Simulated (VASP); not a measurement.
# BePtBr6 (Fm-3m) in VASP: further runs, part 2 of 2

VASP 6.6.1. The steps go on from the part before.

### Step 3. Single point, PBE

This run uses another cell than the first one, of 31.60 Å³/atom, 0.827 times its volume.

The input, INCAR:

```
ALGO = Normal
EDIFF = 1E-6
ENCUT = 520
GGA = PE
ISIF = 2
ISMEAR = 0
LASPH = True
LCHARG = False
LREAL = False
LWAVE = False
NBANDS = 37
NELM = 100
PREC = Accurate
SIGMA = 0.1
```

The input, KPOINTS:

```
k-points
0
Gamma
  4 4 4
```

The input, POSCAR:

```
BePtBr6
1.0
    0.0000000000      5.0183535718      5.0183535718
    5.0183535718      0.0000000000      5.0183535718
    5.0183535718      5.0183535718      0.0000000000
Be Pt Br
1 1 6
Direct
    0.5000000000      0.5000000000      0.5000000000
    0.0000000000      0.0000000000      0.0000000000
    0.7458428989      0.2541571011      0.2541571011
    0.2541571011      0.7458428989      0.7458428989
    0.2541571011      0.7458428989      0.2541571011
    0.7458428989      0.2541571011      0.7458428989
    0.2541571011      0.2541571011      0.7458428989
    0.7458428989      0.7458428989      0.2541571011
```

Potentials or basis: VASP PAW PBE potentials, release 64 (Be, Pt, Br).

Run with:

```console
cat potpaw_PBE.64/Be/POTCAR potpaw_PBE.64/Pt/POTCAR potpaw_PBE.64/Br/POTCAR > POTCAR
mpirun -np 1 vasp_std > vasp.out
```

OUTCAR:

```text
EDIFF = 1E-6
   ENCUT = 520
   GGA = PE
   ISIF = 2
   ISMEAR = 0
   LASPH = True
   LREAL = False
   NELM = 100
   PREC = Accurate

 ion  position               nearest neighbor table
   1  0.500  0.500  0.500-   3 2.47   4 2.47   5 2.47   6 2.47   7 2.47   8 2.47
   2  0.000  0.000  0.000-   3 2.55   4 2.55   5 2.55   6 2.55   7 2.55   8 2.55
   3  0.746  0.254  0.254-   1 2.47   2 2.55
   4  0.254  0.746  0.746-   1 2.47   2 2.55
[... 517 lines left out ...]
  Total       -0.3288740     -0.3288740     -0.3288740     -0.0000000      0.0000000     -0.0000000
  in kB       -2.0846171     -2.0846171     -2.0846171     -0.0000000      0.0000000     -0.0000000
  external PRESSURE =      -2.0846171 kB  Pullay stress =       0.0000000 kB

 VOLUME and BASIS-vectors are now :
 -----------------------------------------------------------------------------
  energy-cutoff  :      520.00
  volume of cell :      252.76
      direct lattice vectors                 reciprocal lattice vectors
     0.000000000  5.018353572  5.018353572    -0.099634271  0.099634271  0.099634271
     5.018353572  0.000000000  5.018353572     0.099634271 -0.099634271  0.099634271
     5.018353572  5.018353572  0.000000000     0.099634271  0.099634271 -0.099634271

 POSITION                                       TOTAL-FORCE (eV/Angst)
 -----------------------------------------------------------------------------------
      5.01835      5.01835      5.01835         0.000000     -0.000000      0.000000
      0.00000      0.00000      0.00000         0.000000      0.000000      0.000000
      2.55090      5.01835      5.01835         0.012429      0.000000      0.000000
      7.48581      5.01835      5.01835        -0.012429      0.000000      0.000000
      5.01835      2.55090      5.01835         0.000000      0.012429      0.000000
      5.01835      7.48581      5.01835         0.000000     -0.012429      0.000000
      5.01835      5.01835      2.55090         0.000000      0.000000      0.012429
      5.01835      5.01835      7.48581         0.000000      0.000000     -0.012429
 -----------------------------------------------------------------------------------
    total drift:                               -0.000000     -0.000000      0.000000

  FREE ENERGIE OF THE ION-ELECTRON SYSTEM (eV)
  ---------------------------------------------------
  free  energy   TOTEN  =       -20.2727285259 eV

  energy  without entropy=      -20.2140447364  energy(sigma->0) =      -20.24338663
```

OSZICAR:

```text
N       E                     dE             d eps       ncg     rms          rms(c)
DAV:   1     0.366489896784E+03    0.36649E+03   -0.22211E+04   592   0.122E+03
DAV:   2     0.107424972777E+02   -0.35575E+03   -0.34323E+03   765   0.225E+02
DAV:   3    -0.226264853083E+02   -0.33369E+02   -0.33056E+02   720   0.761E+01
DAV:   4    -0.231684875313E+02   -0.54200E+00   -0.54089E+00   720   0.110E+01
DAV:   5    -0.231773732460E+02   -0.88857E-02   -0.88832E-02   721   0.141E+00    0.147E+01
DAV:   6    -0.220981191039E+02    0.10793E+01   -0.13446E+01   642   0.252E+01    0.203E+01
DAV:   7    -0.203500350708E+02    0.17481E+01   -0.33013E+00   632   0.135E+01    0.651E+00
DAV:   8    -0.202869704003E+02    0.63065E-01   -0.74744E-01   713   0.456E+00    0.285E+00
DAV:   9    -0.202779446092E+02    0.90258E-02   -0.11006E-01   678   0.219E+00    0.163E+00
DAV:  10    -0.203164237535E+02   -0.38479E-01   -0.14711E-01   660   0.243E+00    0.161E+00
DAV:  11    -0.202753542824E+02    0.41069E-01   -0.42181E-02   652   0.152E+00    0.396E-01
DAV:  12    -0.202770912013E+02   -0.17369E-02   -0.20022E-03   673   0.235E-01    0.544E-01
DAV:  13    -0.202728112348E+02    0.42800E-02   -0.81558E-03   652   0.705E-01    0.119E-01
DAV:  14    -0.202727381626E+02    0.73072E-04   -0.10318E-03   652   0.169E-01    0.507E-02
DAV:  15    -0.202727300037E+02    0.81589E-05   -0.15775E-05   768   0.242E-02    0.326E-02
DAV:  16    -0.202727346942E+02   -0.46905E-05   -0.41966E-05   652   0.349E-02    0.240E-02
DAV:  17    -0.202727287353E+02    0.59589E-05   -0.73806E-06   652   0.185E-02    0.761E-03
DAV:  18    -0.202727285259E+02    0.20938E-06   -0.36789E-06   631   0.913E-03
   1 F= -.20272729E+02 E0= -.20243387E+02  d E =-.586838E-01
```

Run time: 1.8 min. Hardware: 1 thread of Intel Xeon Platinum 8488C (Sapphire Rapids), shared host; peak memory 0.43 GiB.

What came out:

```
Free energy            : -20.2727 eV
Pressure               : -0.2 GPa
Largest force          : 0.012 eV/Å
Band gap on the k mesh : zero (band 27 reaches -0.08 eV, above the bottom of band 28 at -0.24 eV)
```

Forces in eV/Å, atoms in the order of the input:
```
Be   0.000  0.000  0.000
Pt   0.000  0.000  0.000
Br   0.012  0.000  0.000
Br  -0.012  0.000  0.000
Br   0.000  0.012  0.000
Br   0.000 -0.012  0.000
Br   0.000  0.000  0.012
Br   0.000  0.000 -0.012
```

Caveat: spin-orbit coupling is left out, which moves the levels of the heavy elements.

### Step 4. Relaxation of cell and atoms, PBE

The input, INCAR:

```
SYSTEM = BePtBr6
  PREC = Accurate
  ENCUT = 600
  EDIFF = 1E-7
  ISMEAR = 0
  SIGMA = 0.1
  LREAL = .FALSE.
  LASPH = .TRUE.
  NELM = 100
  ALGO = Normal
  ISIF = 3
  LWAVE = .FALSE.
  LCHARG = .FALSE.
  GGA = PE
  IBRION = 2
  NSW = 90
  EDIFFG = -0.04
```

The input, KPOINTS:

```
Automatic mesh
0
G
  4 4 4
  0 0 0
```

The input, POSCAR:

```
BePtBr6
1.0
    0.0000000000      5.3460243300      5.3460243300
    5.3460243300      0.0000000000      5.3460243300
    5.3460243300      5.3460243300      0.0000000000
Be Pt Br
1 1 6
Direct
    0.5000000000      0.5000000000      0.5000000000
    0.0000000000      0.0000000000      0.0000000000
    0.7432212800      0.2567787200      0.2567787200
    0.2567787200      0.7432212800      0.7432212800
    0.2567787200      0.7432212800      0.2567787200
    0.7432212800      0.2567787200      0.7432212800
    0.2567787200      0.2567787200      0.7432212800
    0.7432212800      0.7432212800      0.2567787200
```

Potentials or basis: VASP PAW PBE potentials, release 64 (Be, Pt, Br).

Run with:

```console
cat potpaw_PBE.64/Be/POTCAR potpaw_PBE.64/Pt/POTCAR potpaw_PBE.64/Br/POTCAR > POTCAR
mpirun -np 1 vasp_std > vasp.out
```

OUTCAR:

```text
SYSTEM = BePtBr6
   PREC = Accurate
   ENCUT = 600
   EDIFF = 1E-7
   ISMEAR = 0
   LREAL = .FALSE.
   LASPH = .TRUE.
   NELM = 100
   ISIF = 3
   GGA = PE
   IBRION = 2
   NSW = 90
   EDIFFG = -0.04

 ion  position               nearest neighbor table
   1  0.500  0.500  0.500-
   2  0.000  0.000  0.000-   3 2.75   4 2.75   5 2.75   6 2.75   7 2.75   8 2.75
   3  0.743  0.257  0.257-   2 2.75
   4  0.257  0.743  0.743-   2 2.75
   5  0.257  0.743  0.257-   2 2.75
   6  0.743  0.257  0.743-   2 2.75
   7  0.257  0.257  0.743-   2 2.75
   8  0.743  0.743  0.257-   2 2.75

  LATTYP: Found a face centered cubic cell.
 ALAT       =    10.6920486600

  Lattice vectors:

 A1 = (   0.0000000000,   5.3460243300,   5.3460243300)
 A2 = (   5.3460243300,   0.0000000000,   5.3460243300)
 A3 = (   5.3460243300,   5.3460243300,   0.0000000000)

Analysis of symmetry for initial positions (statically):
=====================================================================
 Subroutine PRICEL returns:
 Original cell was already a primitive cell.

 Routine SETGRP: Setting up the symmetry group for a
 face centered cubic supercell.

 Subroutine GETGRP returns: Found 48 space group operations
 (whereof 48 operations were pure point group operations)
 out of a pool of 48 trial point group operations.

The static configuration has the point symmetry O_h .

Analysis of symmetry for dynamics (positions and initial velocities):
=====================================================================
 Subroutine PRICEL returns:
 Original cell was already a primitive cell.

 Routine SETGRP: Setting up the symmetry group for a
 face centered cubic supercell.

 Subroutine GETGRP returns: Found 48 space group operations
 (whereof 48 operations were pure point group operations)
 out of a pool of 48 trial point group operations.

The dynamic configuration has the point symmetry O_h .

 Subroutine INISYM returns: Found 48 space group operations
 (whereof 48 operations are pure point group operations),
 and found     1 'primitive' translations

----------------------------------------------------------------------------------------

                                     Primitive cell

  volume of cell :     305.5785

  direct lattice vectors                    reciprocal lattice vectors
     0.000000000  5.346024330  5.346024330    -0.093527446  0.093527446  0.093527446
     5.346024330  0.000000000  5.346024330     0.093527446 -0.093527446  0.093527446
     5.346024330  5.346024330  0.000000000     0.093527446  0.093527446 -0.093527446

  length of vectors
     7.560420112  7.560420112  7.560420112     0.161994288  0.161994288  0.161994288

  position of ions in fractional coordinates (direct lattice)
     0.500000000  0.500000000  0.500000000
     0.000000000  0.000000000  0.000000000
     0.743221280  0.256778720  0.256778720
     0.256778720  0.743221280  0.743221280
     0.256778720  0.743221280  0.256778720
     0.743221280  0.256778720  0.743221280
     0.256778720  0.256778720  0.743221280
     0.743221280  0.743221280  0.256778720

  ion indices of the primitive-cell ions
   primitive index   ion index
                 1           1
                 2           2
                 3           3
                 4           4
                 5           5
                 6           6
                 7           7
                 8           8

----------------------------------------------------------------------------------------

 KPOINTS: Automatic mesh

Automatic generation of k-mesh.
 Grid dimensions read from file:
 generate k-points for:    4    4    4

 Generating k-lattice:

  Cartesian coordinates                     Fractional coordinates (reciprocal lattice)
    -0.023381861  0.023381861  0.023381861     0.250000000  0.000000000  0.000000000
     0.023381861 -0.023381861  0.023381861     0.000000000  0.250000000  0.000000000
     0.023381861  0.023381861 -0.023381861     0.000000000  0.000000000  0.250000000

  Length of vectors
     0.040498572  0.040498572  0.040498572

  Shift w.r.t. Gamma in fractional coordinates (k-lattice)
     0.000000000  0.000000000  0.000000000

 Subroutine IBZKPT returns following result:
 ===========================================

 Found      8 irreducible k-points:

 Following reciprocal coordinates:
            Coordinates               Weight
  0.000000  0.000000  0.000000      1.000000
  0.250000  0.000000  0.000000      8.000000
  0.500000  0.000000  0.000000      4.000000
  0.250000  0.250000  0.000000      6.000000
  0.500000  0.250000  0.000000     24.000000
 -0.250000  0.250000  0.000000     12.000000
  0.500000  0.500000  0.000000      3.000000
 -0.250000  0.500000  0.250000      6.000000
   k-points           NKPTS =      8   k-points in BZ     NKDIM =      8   number of bands    NBANDS=     32
   number of dos      NEDOS =    301   number of ions     NIONS =      8
   total plane-waves  NPLWV = 216000
   dimension x,y,z NGX =    60 NGY =   60 NGZ =   60
   dimension x,y,z NGXF=   120 NGYF=  120 NGZF=  120
   ions per type =               1   1   6
   NGX,Y,Z   is equivalent  to a cutoff of  13.19, 13.19, 13.19 a.u.
   NGXF,Y,Z  is equivalent  to a cutoff of  26.39, 26.39, 26.39 a.u.
 SYSTEM =  BePtBr6
   PREC   = accura    normal or accurate (medium, high low for compatibility)
   ISTART =      0    job   : 0-new  1-cont  2-samecut
   ICHARG =      2    charge: 1-file 2-atom 10-const
   ISPIN  =      1    spin polarized calculation?
   LNONCOLLINEAR =      F non collinear calculations
   LSORBIT =      F    spin-orbit coupling
   LASPH  =      T    aspherical Exc in radial PAW
   ENCUT  =  600.0 eV  44.10 Ry    6.64 a.u.  15.10 15.10 15.10*2*pi/ulx,y,z
   NELM   =    100;   NELMIN=  2; NELMDL= -5     # of ELM steps
   EDIFF  = 0.1E-06   stopping-criterion for ELM
   LREAL  =      F    real-space projection
   EDIFFG = -.4E-01   stopping-criterion for IOM
   NSW    =     90    number of steps for IOM
   IBRION =      2    ionic relax: 0-MD 1-quasi-New 2-CG
   NFREE  =      1    steps in history (QN), initial steepest desc. (CG)
   ISIF   =      3    stress and relaxation
   ISYM   =      2    0-nonsym 1-usesym 2-fastsym
   POTIM  = 0.5000    time-step for ionic-motion
   TEBEG  =    0.0;   TEEND  =   0.0 temperature during run
   PSTRESS=    0.0 pullay stress
   NELECT =      54.0000    total number of electrons
   NUPDOWN=      -1.0000    fix difference up-down
   EMIN   =  10.00;   EMAX   =-10.00  energy-range for DOS
   EFERMI =   0.00;   METHOD = LEGACY
   ISMEAR =     0;   SIGMA  =   0.10  broadening in eV -4-tet -1-fermi 0-gaus
   EFERMI_NEDOS =   21; number of points for ismear=-14 and -15
   IALGO  =     38    algorithm
   IMIX   =      4    mixing-type and parameters
     AMIX     =   0.40;   BMIX     =  1.00
     AMIX_MAG =   1.60;   BMIX_MAG =  1.00
  volume/ion in A,a.u.               =      38.20       257.77
  Fermi-wavevector in a.u.,A,eV,Ry     =   0.918682  1.736057 11.482996  0.843976
  Thomas-Fermi vector in A             =   2.043791
   LORBIT       =      0    0 simple, 1 ext, 2 COOP (PROOUT), +10 PAW based schemes
   GGA     = PE    functional components
   LHFCALC =     F    Hartree Fock is set to
   AEXX    =    0.0000 exact exchange contribution
   IVDW    =     0    specifies the selected vdW correction
   LEPSILON=     F    determine dielectric tensor
   LRPA    =     F    only Hartree local field effects (RPA)
 conjugate gradient relaxation of ions
 non-spin polarized calculation
 Gauss-broadening in eV      SIGMA  =   0.10
  energy-cutoff  :      600.00
  volume of cell :      305.58
 maximum number of plane-waves:     10204
   NGX = 31   NGY = 31   NGZ = 31

--------------------------------------- Ionic step        1  -------------------------------------------

 number of electron      54.0000005 magnetization

 Free energy of the ion-electron system (eV)
  ---------------------------------------------------
  ext. energy  EPLUGINS =         0.00000000
  ---------------------------------------------------
  free energy    TOTEN  =       -19.26161210 eV

  energy without entropy =      -19.16948432  energy(sigma->0) =      -19.21554821

------------------------ aborting loop because EDIFF is reached ----------------------------------------

  FORCE on cell =-STRESS in cart. coord.  units (eV):
  Direction    XX          YY          ZZ          XY          YZ          ZX
  --------------------------------------------------------------------------------------
  -------------------------------------------------------------------------------------
  Total       -8.9640850     -8.9640850     -8.9640850     -0.0000000     -0.0000000      0.0000000
  in kB      -46.9995564    -46.9995564    -46.9995564     -0.0000000     -0.0000000      0.0000000
  external PRESSURE =     -46.9995564 kB  Pullay stress =       0.0000000 kB
[... 111 lines left out ...]
  energy  without entropy=      -20.2157109049  energy(sigma->0) =      -20.24554737

--------------------------------------- Ionic step        4  -------------------------------------------

 number of electron      54.0000004 magnetization

 Free energy of the ion-electron system (eV)
  ---------------------------------------------------
  ext. energy  EPLUGINS =         0.00000000
  ---------------------------------------------------
  free energy    TOTEN  =       -20.27520075 eV

  energy without entropy =      -20.21637318  energy(sigma->0) =      -20.24578697

 E-fermi :  -0.1378     XC(G=0):  -7.7682

 val. band max:       -0.1615583462   @ k =   0.5000   0.2500   0.0000
 cond. band min:      -0.1003614583   @ k =  -0.2500   0.5000   0.2500
 fundamental gap:      0.0611968879
 Fermi energy:        -0.1378496557

 k-point     1 :       0.0000    0.0000    0.0000
  band No.  band energies     occupation
      1     -14.8903      2.00000
      2     -14.0296      2.00000
      3     -14.0296      2.00000
      4     -14.0296      2.00000
      5     -13.7875      2.00000
      6     -13.7875      2.00000
[... 304 lines left out ...]
  FREE ENERGIE OF THE ION-ELECTRON SYSTEM (eV)
  ---------------------------------------------------
  free  energy   TOTEN  =       -20.2752007491 eV

  energy  without entropy=      -20.2163731836  energy(sigma->0) =      -20.24578697

 reached required accuracy - stopping structural energy minimisation
```

Run time: 6.6 min. Hardware: 1 thread of Intel Xeon Platinum 8488C (Sapphire Rapids), shared host; peak memory 0.59 GiB.

Results:

```yaml
Free_energy: -20.2752 eV
Relaxed_volume: 31.28 Å³/atom
Relaxed_cell: a = 7.073 Å, b = 7.073 Å, c = 7.073 Å, α = 60.00°, β = 60.00°, γ = 60.00°
Space_group_after_relaxing_to_0.05_Å: Fm-3m (No. 225)
Energy_gained_by_relaxing: 126.7 meV/atom
Ionic_steps: 4
Pressure_after_relaxing: 0.1 GPa
Largest_force_after_relaxing: 0.030 eV/Å
Band_gap_on_the_k_mesh: zero (band 27 reaches 0.01 eV, above the bottom of band 28 at -0.16 eV)
```

Forces on the atoms (eV/Å):
```
Be   0.000  0.000  0.000
Pt   0.000  0.000  0.000
Br  -0.030  0.000  0.000
Br   0.030  0.000  0.000
Br   0.000 -0.030  0.000
Br   0.000  0.030  0.000
Br   0.000  0.000 -0.030
Br   0.000  0.000  0.030
```

The path:
| step | energy change (eV) | largest force (eV/Å) | pressure (GPa) | volume (Å³) |
| --- | --- | --- | --- | --- |
| 1 | 0.0000 | 0.3687 | -4.70 | 305.58 |
| 2 | -0.9849 | 0.1348 | -1.10 | 258.65 |
| 3 | -1.0138 | 0.0440 | -0.04 | 251.23 |
| 4 | -1.0136 | 0.0299 | 0.13 | 250.22 |

Final structure:
```
CELL_PARAMETERS angstrom
0.00000 5.00145 5.00145
5.00145 0.00000 5.00145
5.00145 5.00145 0.00000
ATOMIC_POSITIONS crystal
Be 0.50000 0.50000 0.50000
Pt 0.00000 0.00000 0.00000
Br 0.74522 0.25478 0.25478
Br 0.25478 0.74522 0.74522
Br 0.25478 0.74522 0.25478
Br 0.74522 0.25478 0.74522
Br 0.25478 0.25478 0.74522
Br 0.74522 0.74522 0.25478
```

Levels at points of the mesh, in eV from the Fermi level:
```csv
k point,band 24,band 25,band 26,band 27,band 28,band 29,band 30,band 31
"(0.00, 0.00, 0.00)",-0.62,0.15,0.15,0.15,1.17,1.60,1.60,5.12
"(0.50, 0.00, 0.00)",-0.45,-0.39,-0.39,-0.38,0.66,0.66,3.17,3.97
"(0.50, 0.50, 0.00)",-0.71,-0.71,-0.04,-0.04,0.14,1.59,4.96,5.80
```

Caveat: the volume moved by over 15 % at a fixed basis, so the end points are rough; spin-orbit coupling is left out, which moves the levels of the heavy elements.

### Step 5. Summary

| task | cell | cutoff (eV) | gap on the mesh (eV) | pressure (GPa) | largest force (eV/Å) |
| --- | --- | --- | --- | --- | --- |
| single point | a = 7.560 Å, angles 60.0°, 8 atoms | 520 | none | -4.7 | 0.37 |
| single point | a = 7.097 Å, angles 60.0°, 8 atoms | 520 | none | -0.2 | 0.01 |
| relaxation of cell and atoms | relaxed from a = 7.560 Å, angles 60.0°, 8 atoms | 600 | none | 0.1 | 0.03 |

Alike in all rows: level PBE; potentials or basis VASP PAW PBE potentials, release 64 (Be, Pt, Br); no spin polarisation; k mesh 4 × 4 × 4; smearing gaussian 0.1 eV.

Caveats: spin-orbit coupling is left out, which moves the levels of the heavy elements; the volume moved by over 15 % at a fixed basis, so the end points are rough (some runs).

Total energies depend on the potentials used, so only differences within one code and one set of settings carry meaning.
